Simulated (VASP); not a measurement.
# LaHg (Pm-3m) in VASP: further runs, part 2 of 2

VASP 6.6.1. The steps go on from the part before.

## 3. Electric field gradients, LDA (27.68 Å³/atom)

This run uses another cell than the first one, of 27.68 Å³/atom.

Contents of INCAR:

```
SYSTEM = LaHg
PREC = Accurate
ENCUT = 520
EDIFF = 1E-8
ISMEAR = -1
SIGMA = 0.08
LREAL = .False.
LASPH = .True.
NELM = 60
ALGO = Normal
ISIF = 2
LWAVE = .False.
LCHARG = .False.
GGA = CA
LEFG = .True.
NBANDS = 18
```

Contents of KPOINTS:

```
regular mesh
0
Gamma
  11 11 11
  0 0 0
```

Contents of POSCAR:

```
LaHg
1.0
    3.8112475462      0.0000000000      0.0000000000
    0.0000000000      3.8112475462      0.0000000000
    0.0000000000      0.0000000000      3.8112475462
La Hg
1 1
Direct
    0.5000000000      0.5000000000      0.5000000000
    0.0000000000      0.0000000000      0.0000000000
```

Potentials or basis: VASP PAW LDA potentials, release 64 (La, Hg).

Launch:

```
> cat potpaw_LDA.64/La/POTCAR potpaw_LDA.64/Hg/POTCAR > POTCAR
> mpirun -np 1 vasp_std > vasp.out
```

OUTCAR:

```text
SYSTEM = LaHg
   PREC = Accurate
   ENCUT = 520
   EDIFF = 1E-8
   ISMEAR = -1
   LREAL = .False.
   LASPH = .True.
   NELM = 60
   ISIF = 2
   GGA = CA

 ion  position               nearest neighbor table
   1  0.500  0.500  0.500-   2 3.30   2 3.30   2 3.30   2 3.30   2 3.30   2 3.30   2 3.30   2 3.30

   2  0.000  0.000  0.000-   1 3.30   1 3.30   1 3.30   1 3.30   1 3.30   1 3.30   1 3.30   1 3.30

  LATTYP: Found a simple cubic cell.
 ALAT       =     3.8112475462

  Lattice vectors:

 A1 = (   3.8112475462,   0.0000000000,   0.0000000000)
 A2 = (   0.0000000000,   3.8112475462,   0.0000000000)
 A3 = (   0.0000000000,   0.0000000000,   3.8112475462)

Analysis of symmetry for initial positions (statically):
=====================================================================
 Subroutine PRICEL returns:
 Original cell was already a primitive cell.

 Routine SETGRP: Setting up the symmetry group for a
 simple cubic supercell.

 Subroutine GETGRP returns: Found 48 space group operations
 (whereof 48 operations were pure point group operations)
 out of a pool of 48 trial point group operations.

The static configuration has the point symmetry O_h .

Analysis of symmetry for dynamics (positions and initial velocities):
=====================================================================
 Subroutine PRICEL returns:
 Original cell was already a primitive cell.

 Routine SETGRP: Setting up the symmetry group for a
 simple cubic supercell.

 Subroutine GETGRP returns: Found 48 space group operations
 (whereof 48 operations were pure point group operations)
 out of a pool of 48 trial point group operations.

The dynamic configuration has the point symmetry O_h .

 Subroutine INISYM returns: Found 48 space group operations
 (whereof 48 operations are pure point group operations),
 and found     1 'primitive' translations

----------------------------------------------------------------------------------------

                                     Primitive cell

  volume of cell :      55.3607

  direct lattice vectors                    reciprocal lattice vectors
     3.811247546  0.000000000  0.000000000     0.262381277  0.000000000  0.000000000
     0.000000000  3.811247546  0.000000000     0.000000000  0.262381277  0.000000000
     0.000000000  0.000000000  3.811247546     0.000000000  0.000000000  0.262381277

  length of vectors
     3.811247546  3.811247546  3.811247546     0.262381277  0.262381277  0.262381277

  position of ions in fractional coordinates (direct lattice)
     0.500000000  0.500000000  0.500000000
     0.000000000  0.000000000  0.000000000

  ion indices of the primitive-cell ions
   primitive index   ion index
                 1           1
                 2           2

----------------------------------------------------------------------------------------

 KPOINTS: regular mesh

Automatic generation of k-mesh.
 Grid dimensions read from file:
 generate k-points for:   11   11   11

[... 69 lines left out ...]
   ISIF   =      2    stress and relaxation
   ISYM   =      2    0-nonsym 1-usesym 2-fastsym
   POTIM  = 0.5000    time-step for ionic-motion
   TEBEG  =    0.0;   TEEND  =   0.0 temperature during run
   PSTRESS=    0.0 pullay stress
   NELECT =      23.0000    total number of electrons
   NUPDOWN=      -1.0000    fix difference up-down
   EMIN   =  10.00;   EMAX   =-10.00  energy-range for DOS
   EFERMI =   0.00;   METHOD = LEGACY
   ISMEAR =    -1;   SIGMA  =   0.08  broadening in eV -4-tet -1-fermi 0-gaus
   EFERMI_NEDOS =   21; number of points for ismear=-14 and -15
   IALGO  =     38    algorithm
   IMIX   =      4    mixing-type and parameters
     AMIX     =   0.40;   BMIX     =  1.00
     AMIX_MAG =   1.60;   BMIX_MAG =  1.00
  volume/ion in A,a.u.               =      27.68       186.80
  Fermi-wavevector in a.u.,A,eV,Ry     =   1.221566  2.308425 20.302935  1.492224
  Thomas-Fermi vector in A             =   2.356744
   LORBIT       =      0    0 simple, 1 ext, 2 COOP (PROOUT), +10 PAW based schemes
   GGA     = CA    functional components
   LHFCALC =     F    Hartree Fock is set to
   AEXX    =    0.0000 exact exchange contribution
   IVDW    =     0    specifies the selected vdW correction
   LEPSILON=     F    determine dielectric tensor
   LRPA    =     F    only Hartree local field effects (RPA)
 non-spin polarized calculation
  energy-cutoff  :      520.00
  volume of cell :       55.36
 maximum number of plane-waves:      1503
   NGX = 15   NGY = 15   NGZ = 15

 number of electron      23.0000000 magnetization

 Free energy of the ion-electron system (eV)
  ---------------------------------------------------
  ext. energy  EPLUGINS =         0.00000000
  ---------------------------------------------------
  free energy    TOTEN  =        -7.69780439 eV

  energy without entropy =       -7.64124565  energy(sigma->0) =       -7.66952502

 E-fermi :   6.8090     XC(G=0): -10.7485

 val. band max:        6.8032026744   @ k =   0.4545   0.3636   0.3636
 cond. band min:       6.8102914573   @ k =   0.1818   0.0909   0.0909
 fundamental gap:      0.0070887829
 Fermi energy:         6.8089933809

 k-point     1 :       0.0000    0.0000    0.0000
  band No.  band energies     occupation
      1     -26.0788      2.00000
      2      -9.5347      2.00000
      3      -9.5347      2.00000
      4      -9.5347      2.00000
      5      -0.9260      2.00000
      6      -0.9260      2.00000
[... 481 lines left out ...]
      5      -0.7997      2.00000
      6      -0.5976      2.00000
[... 10 lines left out ...]
     17       8.4238      0.00000
     18       8.4458      0.00000

 [... further k-points ...]

------------------------ aborting loop because EDIFF is reached ----------------------------------------

  FORCE on cell =-STRESS in cart. coord.  units (eV):
  Direction    XX          YY          ZZ          XY          YZ          ZX
  --------------------------------------------------------------------------------------
  -------------------------------------------------------------------------------------
  Total       -0.1888905     -0.1888905     -0.1888905      0.0000000      0.0000000      0.0000000
  in kB       -5.4666229     -5.4666229     -5.4666229      0.0000000      0.0000000      0.0000000
  external PRESSURE =      -5.4666229 kB  Pullay stress =       0.0000000 kB

 VOLUME and BASIS-vectors are now :
 -----------------------------------------------------------------------------
  energy-cutoff  :      520.00
  volume of cell :       55.36
      direct lattice vectors                 reciprocal lattice vectors
     3.811247546  0.000000000  0.000000000     0.262381277  0.000000000  0.000000000
     0.000000000  3.811247546  0.000000000     0.000000000  0.262381277  0.000000000
     0.000000000  0.000000000  3.811247546     0.000000000  0.000000000  0.262381277

 POSITION                                       TOTAL-FORCE (eV/Angst)
 -----------------------------------------------------------------------------------
      1.90562      1.90562      1.90562         0.000000      0.000000      0.000000
      0.00000      0.00000      0.00000         0.000000      0.000000      0.000000
 -----------------------------------------------------------------------------------
    total drift:                               -0.000000      0.000000      0.000000

  FREE ENERGIE OF THE ION-ELECTRON SYSTEM (eV)
  ---------------------------------------------------
  free  energy   TOTEN  =        -7.6978043933 eV

  energy  without entropy=       -7.6412456533  energy(sigma->0) =       -7.66952502

 Electric field gradients (V/A^2)
---------------------------------------------------------------------
 ion       V_xx      V_yy      V_zz      V_xy      V_xz      V_yz
---------------------------------------------------------------------
   1      -0.000     0.000    -0.000    -0.000    -0.000    -0.000
   2      -0.000    -0.000     0.000     0.000     0.000    -0.000
---------------------------------------------------------------------

 Electric field gradients after diagonalization (V/A^2)
 (convention: |V_zz| > |V_xx| > |V_yy|)
----------------------------------------------------------------------
 ion       V_xx      V_yy      V_zz     asymmetry (V_yy - V_xx)/ V_zz
----------------------------------------------------------------------
   1      -0.000    -0.000     0.000       0.366
   2      -0.000     0.000    -0.000      -0.629
----------------------------------------------------------------------

           NMR quadrupolar parameters

 Cq : quadrupolar parameter    Cq=e*Q*V_zz/h
 eta: asymmetry parameters     (V_yy - V_xx)/ V_zz
 Q  : nuclear electric quadrupole moment in mb (millibarn)
----------------------------------------------------------------------
 ion       Cq(MHz)       eta       Q (mb)
----------------------------------------------------------------------
   1       0.000       0.366       1.000
   2      -0.000      -0.629       1.000
----------------------------------------------------------------------
```

stdout:

```text
POSCAR found type information on POSCAR LaHg
 POSCAR found :  2 types and       2 ions
 scaLAPACK will be used
 LDA part: xc-table for (Slater(with rela. corr.)+CA(PZ))
 , standard interpolation
 POSCAR, INCAR and KPOINTS ok, starting setup
 FFT: planning ... GRIDC
 FFT: planning ... GRID_SOFT
 FFT: planning ... GRID
 WAVECAR not read
 entering main loop
ion   1

ion   2
```

Wall time 65 s (1 thread of AMD EPYC 7R13, shared host); peak memory 0.2 GiB.

Results:

- Free energy: -7.6978 eV
- Pressure: -0.5 GPa
- Band gap on the k mesh: zero (an odd number of electrons rules out a gap without spin polarisation)
- Largest electric field gradient by atom: under 0.05 V/Å² on every atom

Caveat: spin-orbit coupling is left out, which moves the levels of the heavy elements.
